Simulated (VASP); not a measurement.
# Re (P6_3/mmc) in VASP: further runs, part 2 of 2

VASP 6.6.1. The steps go on from the part before.

### Step 6. Single point, PBEsol (12.70 Å³/atom)

This run uses another cell than the first one, of 12.70 Å³/atom.

The input, INCAR:

```
SYSTEM = Re
PREC     = Accurate       ! precision mode
ENCUT    = 520            ! plane-wave cutoff, eV
EDIFF    = 1E-6           ! SCF threshold, eV
ISMEAR   = -1             ! smearing method
SIGMA    = 0.05           ! smearing width, eV
LREAL    = .FALSE.        ! projectors in reciprocal space
LASPH    = .TRUE.         ! aspherical terms in the spheres
NELM     = 100            ! most SCF steps
ALGO     = Normal         ! electronic algorithm
ISIF     = 2              ! what is computed and relaxed
LWAVE    = .FALSE.        ! write WAVECAR
LCHARG   = .TRUE.         ! write CHGCAR
GGA      = PS             ! functional
LELF     = .TRUE.         ! ELF
LVHAR    = .TRUE.       
NBANDS   = 14             ! bands
```

The input, KPOINTS:

```
regular mesh
0
G
  18 18 10
  0 0 0
```

The input, POSCAR:

```
Re
1.0
    2.6371536987      0.0000000000      0.0000000000
   -1.3185768494      2.2838420967      0.0000000000
    0.0000000000      0.0000000000      4.2167694387
Re
2
Direct
    0.3333333333      0.6666666667      0.2500000000
    0.6666666667      0.3333333333      0.7500000000
```

Potentials or basis: VASP PAW PBE potentials, release 64 (Re).

The run is started by

```bash
cat potpaw_PBE.64/Re/POTCAR > POTCAR
mpirun -np 1 vasp_std > vasp.out
```

OUTCAR:

```text
SYSTEM = Re
   PREC = Accurate
   ENCUT = 520
   EDIFF = 1E-6
   ISMEAR = -1
   LREAL = .FALSE.
   LASPH = .TRUE.
   NELM = 100
   ISIF = 2
   GGA = PS

 ion  position               nearest neighbor table
   1  0.333  0.667  0.250-   2 2.60   2 2.60   2 2.60   2 2.60   2 2.60   2 2.60
   2  0.667  0.333  0.750-   1 2.60   1 2.60   1 2.60   1 2.60   1 2.60   1 2.60

  LATTYP: Found a hexagonal cell.
 ALAT       =     2.6371536987
 C/A-ratio  =     1.5989850879

  Lattice vectors:

 A1 = (   2.6371536987,   0.0000000000,   0.0000000000)
 A2 = (  -1.3185768494,   2.2838420967,   0.0000000000)
 A3 = (   0.0000000000,   0.0000000000,   4.2167694387)

Analysis of symmetry for initial positions (statically):
=====================================================================
 Subroutine PRICEL returns:
 Original cell was already a primitive cell.

 Routine SETGRP: Setting up the symmetry group for a
 hexagonal supercell.

 Subroutine GETGRP returns: Found 24 space group operations
 (whereof 12 operations were pure point group operations)
 out of a pool of 24 trial point group operations.

The static configuration has the point symmetry D_3d.
[... 177 lines left out ...]
      6       8.6896      2.00000
      7       8.6896      2.00000
      8       9.7142      0.36790
      9       9.7142      0.36790
     10      10.8391      0.00000
     11      13.7298      0.00000
     12      13.7298      0.00000
     13      21.8029      0.00000
     14      23.9191      0.00000
[... 377 lines left out ...]
      1       2.8913      2.00000
      2       3.3180      2.00000
      3       3.3486      2.00000
      4       6.9586      2.00000
      5       7.1768      2.00000
      6       8.1185      2.00000
      7       8.9995      1.99999
      8      13.6177      0.00000
      9      14.2953      0.00000
     10      14.8464      0.00000
     11      16.6041      0.00000
     12      19.7766      0.00000
     13      21.6337      0.00000
     14      22.2965      0.00000

 [... further k-points ...]

------------------------ aborting loop because EDIFF is reached ----------------------------------------

  FORCE on cell =-STRESS in cart. coord.  units (eV):
  Direction    XX          YY          ZZ          XY          YZ          ZX
  --------------------------------------------------------------------------------------
  -------------------------------------------------------------------------------------
  Total       11.3404287     11.3404287     12.5051118     -0.0000000     -0.0000000      0.0000000
  in kB      715.4160547    715.4160547    788.8906145     -0.0000000     -0.0000000      0.0000000
  external PRESSURE =     739.9075746 kB  Pullay stress =       0.0000000 kB

 VOLUME and BASIS-vectors are now :
 -----------------------------------------------------------------------------
  energy-cutoff  :      520.00
  volume of cell :       25.40
      direct lattice vectors                 reciprocal lattice vectors
     2.637153699  0.000000000  0.000000000     0.379196708  0.218929321  0.000000000
    -1.318576849  2.283842097  0.000000000     0.000000000  0.437858642  0.000000000
     0.000000000  0.000000000  4.216769439     0.000000000  0.000000000  0.237148370

 POSITION                                       TOTAL-FORCE (eV/Angst)
 -----------------------------------------------------------------------------------
     -0.00000      1.52256      1.05419         0.000000     -0.000000      0.000000
      1.31858      0.76128      3.16258        -0.000000      0.000000      0.000000
 -----------------------------------------------------------------------------------
    total drift:                                0.000000      0.000000     -0.000000

  FREE ENERGIE OF THE ION-ELECTRON SYSTEM (eV)
  ---------------------------------------------------
  free  energy   TOTEN  =       -25.9789336017 eV

  energy  without entropy=      -25.9676797436  energy(sigma->0) =      -25.97330667
```

OSZICAR:

```text
N       E                     dE             d eps       ncg     rms          rms(c)
DAV:   1     0.208292855829E+02    0.20829E+02   -0.69823E+03 12424   0.129E+03
DAV:   2    -0.263112042618E+02   -0.47140E+02   -0.42036E+02 10258   0.305E+02
DAV:   3    -0.272392151054E+02   -0.92801E+00   -0.91462E+00  9312   0.413E+01
DAV:   4    -0.272475861211E+02   -0.83710E-02   -0.83647E-02  9776   0.255E+00
DAV:   5    -0.272477428566E+02   -0.15674E-03   -0.15672E-03  9298   0.626E-01    0.585E+01
DAV:   6    -0.263666260700E+02    0.88112E+00   -0.43927E-01 10802   0.168E+01    0.290E+01
DAV:   7    -0.259859213889E+02    0.38070E+00   -0.46770E-01 10850   0.168E+01    0.426E-01
DAV:   8    -0.259799490562E+02    0.59723E-02   -0.57822E-03 10410   0.791E-01    0.308E-01
DAV:   9    -0.259789169190E+02    0.10321E-02   -0.52599E-04 10558   0.294E-01    0.450E-02
DAV:  10    -0.259789375741E+02   -0.20655E-04   -0.80032E-05 10394   0.135E-01    0.190E-02
DAV:  11    -0.259789337742E+02    0.37998E-05   -0.39247E-07  6138   0.178E-02    0.169E-03
DAV:  12    -0.259789336017E+02    0.17254E-06   -0.20377E-07  4602   0.140E-02
   1 F= -.25978934E+02 E0= -.25973307E+02  d E =-.112539E-01
```

stdout:

```text
POSCAR found type information on POSCAR Re
 POSCAR found :  1 types and       2 ions
 scaLAPACK will be used
 -----------------------------------------------------------------------------
|                                                                             |
|                                                                             |
|     You enforced a specific xc type in the INCAR file but a different       |
|     I HOPE YOU KNOW WHAT YOU ARE DOING!                                     |
|                                                                             |
 -----------------------------------------------------------------------------

 LDA part: xc-table for (Slater+PW92), standard interpolation
 POSCAR, INCAR and KPOINTS ok, starting setup
 FFT: planning ... GRIDC
 FFT: planning ... GRID_SOFT
 FFT: planning ... GRID
 WAVECAR not read
 entering main loop
```

Wall time 94 s (1 thread of Intel Xeon 8259CL, shared host); peak memory 0.19 GiB.

What came out:

```
Free energy            : -25.9789 eV
Pressure               : 74.0 GPa
Band gap on the k mesh : zero (bands 7 and 8 overlap by 4.27 eV)
```

Levels at points of the mesh, in eV from the Fermi level:
| k point | band 3 | band 4 | band 5 | band 6 | band 7 | band 8 | band 9 | band 10 | band 11 | band 12 |
| --- | --- | --- | --- | --- | --- | --- | --- | --- | --- | --- |
| (0.00, 0.00, 0.00) | -2.05 | -2.05 | -1.86 | -0.95 | -0.95 | 0.07 | 0.07 | 1.20 | 4.09 | 4.09 |
| (0.50, 0.00, 0.00) | -6.40 | -2.56 | -1.74 | -1.48 | -0.58 | 4.86 | 5.57 | 5.58 | 7.52 | 8.58 |
| (0.00, 0.00, 0.50) | -2.74 | -2.74 | -2.23 | -2.23 | -2.23 | -2.23 | 3.17 | 3.17 | 3.17 | 3.17 |
| (0.50, 0.00, 0.50) | -5.01 | -5.01 | 0.38 | 0.38 | 1.34 | 1.34 | 5.27 | 5.27 | 5.91 | 5.91 |

Caveat: the stress differs along the axes, from 72 to 79 GPa; the PAW data sets were made with another functional, which shifts forces and pressure a little; spin-orbit coupling is left out, which moves the levels of the heavy elements.

### Step 7. Summary

| cell | gap on the mesh (eV) | pressure (GPa) |
| --- | --- | --- |
| a = 2.585, b = 2.585, c = 4.134 Å, angles 90.0, 90.0, 120.0°, 2 atoms | none | 120.6 |
| a = 2.594, b = 2.594, c = 4.148 Å, angles 90.0, 90.0, 120.0°, 2 atoms | none | 111.9 |
| a = 2.612, b = 2.612, c = 4.176 Å, angles 90.0, 90.0, 120.0°, 2 atoms | none | 95.7 |
| a = 2.620, b = 2.620, c = 4.190 Å, angles 90.0, 90.0, 120.0°, 2 atoms | none | 88.1 |
| a = 2.637, b = 2.637, c = 4.217 Å, angles 90.0, 90.0, 120.0°, 2 atoms | none | 74.0 |

Alike in all rows: task single point; level PBEsol; potentials or basis VASP PAW PBE potentials, release 64 (Re); no spin polarisation; k mesh 18 × 18 × 10; cutoff (eV) 520; smearing fermi-dirac 0.05 eV.

Caveats: the PAW data sets were made with another functional, which shifts forces and pressure a little; spin-orbit coupling is left out, which moves the levels of the heavy elements; the stress differs along the axes, from 118 to 126 GPa (at least some runs); the stress differs along the axes, from 109 to 118 GPa (at least some runs); the stress differs along the axes, from 93 to 101 GPa (at least some runs); the stress differs along the axes, from 86 to 93 GPa (at least some runs); the stress differs along the axes, from 72 to 79 GPa (at least some runs).

Absolute energies hang on the potentials; compare differences alone.
